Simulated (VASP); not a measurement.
Wanted: the native input for a VASP 6.6.1 run.

```yaml
Task: single point
Functional: LDA
Potentials_or_basis: VASP PAW LDA potentials, release 64 (Ti_sv, Pt)
Cutoff: 520 eV
k_mesh: 9 × 9 × 9
Occupations: fermi-dirac, width 0.05 eV
Spin: no spin polarisation
Dipole_correction: no
Further_INCAR_settings: ALGO = Normal; EDIFF = 1e-06; NBANDS = 29
```

The structure of TiPt3 lies in POSCAR:

```
TiPt3
1.0
    3.9749400000      0.0000000000      0.0000000000
    0.0000000000      3.9749400000      0.0000000000
    0.0000000000      0.0000000000      3.7456747405
Ti Pt
1 3
Direct
    0.0000000000      0.0000000000      0.0000000000
    0.0000000000      0.5000000000      0.5000000000
    0.5000000000      0.0000000000      0.5000000000
    0.5000000000      0.5000000000      0.0000000000
```

These files were run (other wordings do the same):

INCAR

```
SYSTEM = TiPt3
ALGO = Normal ; EDIFF = 1E-6
ENCUT = 520 ; ISIF = 2
ISMEAR = -1 ; LASPH = .True.
LCHARG = .False. ; LREAL = .False.
LWAVE = .False. ; NBANDS = 29
NELM = 80 ; PREC = Accurate
SIGMA = 0.05
```

KPOINTS

```
k-points
0
Gamma
  9 9 9
  0 0 0
```

Potentials or basis: VASP PAW LDA potentials, release 64 (Ti_sv, Pt).

The run is started by

```console
$ cat potpaw_LDA.64/Ti_sv/POTCAR potpaw_LDA.64/Pt/POTCAR > POTCAR
$ mpirun -np 1 vasp_std > vasp.out
```

Results of the run:

- Pressure: -3.9 GPa
- Band gap on the k mesh: zero (bands 21 and 22 overlap by 1.55 eV)

Caveat: the stress differs along the axes, from -7 to 3 GPa; spin-orbit coupling is left out, which moves the levels of the heavy elements.

It took 2.6 min on 1 thread of Intel(R) Xeon(R) Platinum 8259CL CPU @ 2.50GHz (Skylake/Cascade Lake) (shared host), peak memory 0.23 GiB.
